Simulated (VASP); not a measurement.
# Sc3Te (Fm-3m) in VASP: single point with PBE

Aim: the single point of Sc3Te with PBE.

Everything below comes from runs of VASP 6.6.1. Logs are shortened: lines on timing, memory, paths and dates and some standing lists are left out, and cuts for length are marked.

### Step 1. The cell of the first run

It takes space group Fm-3m (No. 225, cubic). The conventional cell has a = 6.995 Å, b = 6.995 Å, c = 6.995 Å, α = 90.00°, β = 90.00°, γ = 90.00°. Within 4.0 Å of Sc (site symmetry -43m) lie 10 Sc at 3.03 to 3.50 Å and 4 Te at 3.03 Å. Sc (site symmetry m-3m) has 8 Sc at 3.03 Å and 6 Te at 3.50 Å within 4.0 Å. Within 4.0 Å of Te (site symmetry m-3m) lie 14 Sc at 3.03 to 3.50 Å.

### Step 2. Single point, PBE

Contents of INCAR:

```
PREC = Accurate
ENCUT = 520
EDIFF = 1E-6
ISMEAR = 0
SIGMA = 0.1
LREAL = F
LASPH = T
NELM = 60
ALGO = Normal
ISIF = 2
LWAVE = F
LCHARG = T
GGA = PE
LELF = T
LVHAR = T
NBANDS = 28
```

Contents of KPOINTS:

```
regular mesh
0
Gamma
  4 4 4
```

Contents of POSCAR:

```
Sc3Te
1.0
    0.0000000000      3.4973099000      3.4973099000
    3.4973099000      0.0000000000      3.4973099000
    3.4973099000      3.4973099000      0.0000000000
Sc Te
3 1
Direct
    0.2500000000      0.2500000000      0.2500000000
    0.7500000000      0.7500000000      0.7500000000
    0.5000000000      0.5000000000      0.5000000000
    0.0000000000      0.0000000000      0.0000000000
```

Potentials or basis: VASP PAW PBE potentials, release 64 (Sc_sv, Te).

Command:

```sh
> cat potpaw_PBE.64/Sc_sv/POTCAR potpaw_PBE.64/Te/POTCAR > POTCAR
> mpirun -np 1 vasp_std > vasp.out
```

OUTCAR:

```text
PREC = Accurate
   ENCUT = 520
   EDIFF = 1E-6
   ISMEAR = 0
   LREAL = F
   LASPH = T
   NELM = 60
   ISIF = 2
   GGA = PE

 ion  position               nearest neighbor table
   1  0.250  0.250  0.250-   3 3.03   4 3.03   4 3.03   4 3.03   4 3.03   3 3.03   3 3.03   3 3.03

   2  0.750  0.750  0.750-   3 3.03   4 3.03   3 3.03   3 3.03   3 3.03   4 3.03   4 3.03   4 3.03

   3  0.500  0.500  0.500-   1 3.03   2 3.03   1 3.03   1 3.03   1 3.03   2 3.03   2 3.03   2 3.03
                             4 3.50   4 3.50   4 3.50   4 3.50   4 3.50   4 3.50
   4  0.000  0.000  0.000-   1 3.03   2 3.03   2 3.03   2 3.03   2 3.03   1 3.03   1 3.03   1 3.03
                             3 3.50   3 3.50   3 3.50   3 3.50   3 3.50   3 3.50

  LATTYP: Found a face centered cubic cell.
 ALAT       =     6.9946198000

  Lattice vectors:

 A1 = (   0.0000000000,   3.4973099000,   3.4973099000)
 A2 = (   3.4973099000,   0.0000000000,   3.4973099000)
 A3 = (   3.4973099000,   3.4973099000,   0.0000000000)

Analysis of symmetry for initial positions (statically):
=====================================================================
 Subroutine PRICEL returns:
 Original cell was already a primitive cell.

 Routine SETGRP: Setting up the symmetry group for a
 face centered cubic supercell.

 Subroutine GETGRP returns: Found 48 space group operations
 (whereof 48 operations were pure point group operations)
 out of a pool of 48 trial point group operations.

The static configuration has the point symmetry O_h .

Analysis of symmetry for dynamics (positions and initial velocities):
=====================================================================
 Subroutine PRICEL returns:
 Original cell was already a primitive cell.

 Routine SETGRP: Setting up the symmetry group for a
 face centered cubic supercell.

 Subroutine GETGRP returns: Found 48 space group operations
 (whereof 48 operations were pure point group operations)
 out of a pool of 48 trial point group operations.

The dynamic configuration has the point symmetry O_h .

 Subroutine INISYM returns: Found 48 space group operations
 (whereof 48 operations are pure point group operations),
 and found     1 'primitive' translations

----------------------------------------------------------------------------------------

                                     Primitive cell

  volume of cell :      85.5524

  direct lattice vectors                    reciprocal lattice vectors
     0.000000000  3.497309900  3.497309900    -0.142967027  0.142967027  0.142967027
     3.497309900  0.000000000  3.497309900     0.142967027 -0.142967027  0.142967027
     3.497309900  3.497309900  0.000000000     0.142967027  0.142967027 -0.142967027

  length of vectors
     4.945943092  4.945943092  4.945943092     0.247626155  0.247626155  0.247626155

  position of ions in fractional coordinates (direct lattice)
     0.250000000  0.250000000  0.250000000
     0.750000000  0.750000000  0.750000000
     0.500000000  0.500000000  0.500000000
     0.000000000  0.000000000  0.000000000

  ion indices of the primitive-cell ions
   primitive index   ion index
                 1           1
                 2           2
                 3           3
                 4           4

----------------------------------------------------------------------------------------

 KPOINTS: regular mesh

Automatic generation of k-mesh.
 Grid dimensions read from file:
 generate k-points for:    4    4    4

 Generating k-lattice:

  Cartesian coordinates                     Fractional coordinates (reciprocal lattice)
    -0.035741757  0.035741757  0.035741757     0.250000000  0.000000000  0.000000000
     0.035741757 -0.035741757  0.035741757     0.000000000  0.250000000  0.000000000
     0.035741757  0.035741757 -0.035741757     0.000000000  0.000000000  0.250000000

  Length of vectors
     0.061906539  0.061906539  0.061906539

  Shift w.r.t. Gamma in fractional coordinates (k-lattice)
     0.000000000  0.000000000  0.000000000

 Subroutine IBZKPT returns following result:
 ===========================================

 Found      8 irreducible k-points:

 Following reciprocal coordinates:
            Coordinates               Weight
  0.000000  0.000000  0.000000      1.000000
  0.250000  0.000000  0.000000      8.000000
  0.500000  0.000000  0.000000      4.000000
  0.250000  0.250000  0.000000      6.000000
  0.500000  0.250000  0.000000     24.000000
 -0.250000  0.250000  0.000000     12.000000
  0.500000  0.500000  0.000000      3.000000
 -0.250000  0.500000  0.250000      6.000000
   k-points           NKPTS =      8   k-points in BZ     NKDIM =      8   number of bands    NBANDS=     28
   number of dos      NEDOS =    301   number of ions     NIONS =      4
   total plane-waves  NPLWV =  64000
   dimension x,y,z NGX =    40 NGY =   40 NGZ =   40
   dimension x,y,z NGXF=    80 NGYF=   80 NGZF=   80
   ions per type =               3   1
   NGX,Y,Z   is equivalent  to a cutoff of  13.45, 13.45, 13.45 a.u.
   NGXF,Y,Z  is equivalent  to a cutoff of  26.89, 26.89, 26.89 a.u.
 SYSTEM =  unknown system
   PREC   = accura    normal or accurate (medium, high low for compatibility)
   ISTART =      0    job   : 0-new  1-cont  2-samecut
   ICHARG =      2    charge: 1-file 2-atom 10-const
   ISPIN  =      1    spin polarized calculation?
   LNONCOLLINEAR =      F non collinear calculations
   LSORBIT =      F    spin-orbit coupling
   LASPH  =      T    aspherical Exc in radial PAW
   ENCUT  =  520.0 eV  38.22 Ry    6.18 a.u.   9.20  9.20  9.20*2*pi/ulx,y,z
   NELM   =     60;   NELMIN=  2; NELMDL= -5     # of ELM steps
   EDIFF  = 0.1E-05   stopping-criterion for ELM
   LREAL  =      F    real-space projection
   EDIFFG = 0.1E-04   stopping-criterion for IOM
   NSW    =      0    number of steps for IOM
   IBRION =     -1    ionic relax: 0-MD 1-quasi-New 2-CG
   NFREE  =      0    steps in history (QN), initial steepest desc. (CG)
   ISIF   =      2    stress and relaxation
   ISYM   =      2    0-nonsym 1-usesym 2-fastsym
   POTIM  = 0.5000    time-step for ionic-motion
   TEBEG  =    0.0;   TEEND  =   0.0 temperature during run
   PSTRESS=    0.0 pullay stress
   NELECT =      39.0000    total number of electrons
   NUPDOWN=      -1.0000    fix difference up-down
   EMIN   =  10.00;   EMAX   =-10.00  energy-range for DOS
   EFERMI =   0.00;   METHOD = LEGACY
   ISMEAR =     0;   SIGMA  =   0.10  broadening in eV -4-tet -1-fermi 0-gaus
   EFERMI_NEDOS =   21; number of points for ismear=-14 and -15
   IALGO  =     38    algorithm
   IMIX   =      4    mixing-type and parameters
     AMIX     =   0.40;   BMIX     =  1.00
     AMIX_MAG =   1.60;   BMIX_MAG =  1.00
  volume/ion in A,a.u.               =      21.39       144.33
  Fermi-wavevector in a.u.,A,eV,Ry     =   1.259947  2.380954 21.598790  1.587466
  Thomas-Fermi vector in A             =   2.393481
   LORBIT       =      0    0 simple, 1 ext, 2 COOP (PROOUT), +10 PAW based schemes
   GGA     = PE    functional components
   LHFCALC =     F    Hartree Fock is set to
   AEXX    =    0.0000 exact exchange contribution
   IVDW    =     0    specifies the selected vdW correction
   LEPSILON=     F    determine dielectric tensor
   LRPA    =     F    only Hartree local field effects (RPA)
 non-spin polarized calculation
 Gauss-broadening in eV      SIGMA  =   0.10
  energy-cutoff  :      520.00
  volume of cell :       85.55
 maximum number of plane-waves:      2332
 NGX is ok and might be reduce to    40
   NGX = 19   NGY = 19   NGZ = 19

 number of electron      38.9999999 magnetization

 Free energy of the ion-electron system (eV)
  ---------------------------------------------------
  ext. energy  EPLUGINS =         0.00000000
  ---------------------------------------------------
  free energy    TOTEN  =       -22.54143000 eV

  energy without entropy =      -22.51707548  energy(sigma->0) =      -22.52925274

 E-fermi :   6.9501     XC(G=0): -10.6758

 val. band max:        6.9271776285   @ k =   0.2500   0.0000   0.0000
 cond. band min:       6.9653167330   @ k =   0.0000   0.0000   0.0000
 fundamental gap:      0.0381391045
 Fermi energy:         6.9500786146

 k-point     1 :       0.0000    0.0000    0.0000
  band No.  band energies     occupation
      1     -42.3886      2.00000
      2     -42.2777      2.00000
      3     -42.2452      2.00000
      4     -21.1505      2.00000
      5     -21.1505      2.00000
      6     -21.1505      2.00000
[... 20 lines left out ...]
     27       9.6591      0.00000
     28       9.6591      0.00000

 k-point     2 :       0.2500    0.0000    0.0000
  band No.  band energies     occupation
      1     -42.3725      2.00000
      2     -42.2819      2.00000
      3     -42.2572      2.00000
      4     -21.1822      2.00000
      5     -21.1822      2.00000
      6     -21.1815      2.00000
[... 20 lines left out ...]
     27       9.6794      0.00000
     28      10.1139      0.00000

 k-point     3 :       0.5000    0.0000    0.0000
  band No.  band energies     occupation
      1     -42.3501      2.00000
      2     -42.2916      2.00000
      3     -42.2700      2.00000
      4     -21.2051      2.00000
      5     -21.2051      2.00000
      6     -21.1756      2.00000
[... 20 lines left out ...]
     27       9.1730      0.00000
     28       9.5445      0.00000

 k-point     4 :       0.2500    0.2500    0.0000
  band No.  band energies     occupation
      1     -42.3666      2.00000
      2     -42.2822      2.00000
      3     -42.2627      2.00000
      4     -21.2233      2.00000
      5     -21.2233      2.00000
      6     -21.1327      2.00000
[... 20 lines left out ...]
     27       9.4074      0.00000
     28      10.4040      0.00000

 k-point     5 :       0.5000    0.2500    0.0000
  band No.  band energies     occupation
      1     -42.3418      2.00000
      2     -42.2896      2.00000
      3     -42.2802      2.00000
      4     -21.2431      2.00000
      5     -21.2388      2.00000
      6     -21.1425      2.00000
[... 20 lines left out ...]
     27       9.5670      0.00000
     28      10.0170      0.00000

 k-point     6 :      -0.2500    0.2500    0.0000
  band No.  band energies     occupation
      1     -42.3514      2.00000
      2     -42.2869      2.00000
      3     -42.2734      2.00000
      4     -21.2136      2.00000
      5     -21.2093      2.00000
      6     -21.1895      2.00000
[... 20 lines left out ...]
     27       9.9544      0.00000
     28      10.0948      0.00000

 k-point     7 :       0.5000    0.5000    0.0000
  band No.  band energies     occupation
      1     -42.3287      2.00000
      2     -42.2962      2.00000
      3     -42.2867      2.00000
      4     -21.2733      2.00000
      5     -21.2733      2.00000
      6     -21.0788      2.00000
[... 20 lines left out ...]
     27       9.9462      0.00000
     28      10.0952      0.00000

 k-point     8 :      -0.2500    0.5000    0.2500
  band No.  band energies     occupation
      1     -42.3287      2.00000
      2     -42.2915      2.00000
      3     -42.2915      2.00000
      4     -21.2814      2.00000
      5     -21.1792      2.00000
      6     -21.1792      2.00000
[... 20 lines left out ...]
     27       9.1608      0.00000
     28       9.1851      0.00000

------------------------ aborting loop because EDIFF is reached ----------------------------------------

  FORCE on cell =-STRESS in cart. coord.  units (eV):
  Direction    XX          YY          ZZ          XY          YZ          ZX
  --------------------------------------------------------------------------------------
  -------------------------------------------------------------------------------------
  Total        1.8263109      1.8263109      1.8263109     -0.0000000      0.0000000     -0.0000000
  in kB       34.2021139     34.2021139     34.2021139     -0.0000000      0.0000000     -0.0000000
  external PRESSURE =      34.2021139 kB  Pullay stress =       0.0000000 kB

 VOLUME and BASIS-vectors are now :
 -----------------------------------------------------------------------------
  energy-cutoff  :      520.00
  volume of cell :       85.55
      direct lattice vectors                 reciprocal lattice vectors
     0.000000000  3.497309900  3.497309900    -0.142967027  0.142967027  0.142967027
     3.497309900  0.000000000  3.497309900     0.142967027 -0.142967027  0.142967027
     3.497309900  3.497309900  0.000000000     0.142967027  0.142967027 -0.142967027

 POSITION                                       TOTAL-FORCE (eV/Angst)
 -----------------------------------------------------------------------------------
      1.74865      1.74865      1.74865        -0.000000     -0.000000     -0.000000
      5.24596      5.24596      5.24596         0.000000     -0.000000      0.000000
      3.49731      3.49731      3.49731        -0.000000      0.000000      0.000000
      0.00000      0.00000      0.00000        -0.000000      0.000000      0.000000
 -----------------------------------------------------------------------------------
    total drift:                               -0.000000     -0.000000      0.000000

  FREE ENERGIE OF THE ION-ELECTRON SYSTEM (eV)
  ---------------------------------------------------
  free  energy   TOTEN  =       -22.5414300043 eV

  energy  without entropy=      -22.5170754770  energy(sigma->0) =      -22.52925274
```

Run time: 14 s. Hardware: 1 thread of Intel Xeon 6975P-C (Granite Rapids), shared host; peak memory 0.23 GiB.

Results:

```yaml
Free_energy: -22.5414 eV
Pressure: 3.4 GPa
```

Caveat: the k points lie up to 0.39 Å⁻¹ apart; spin-orbit coupling is left out, which moves the levels of the heavy elements.
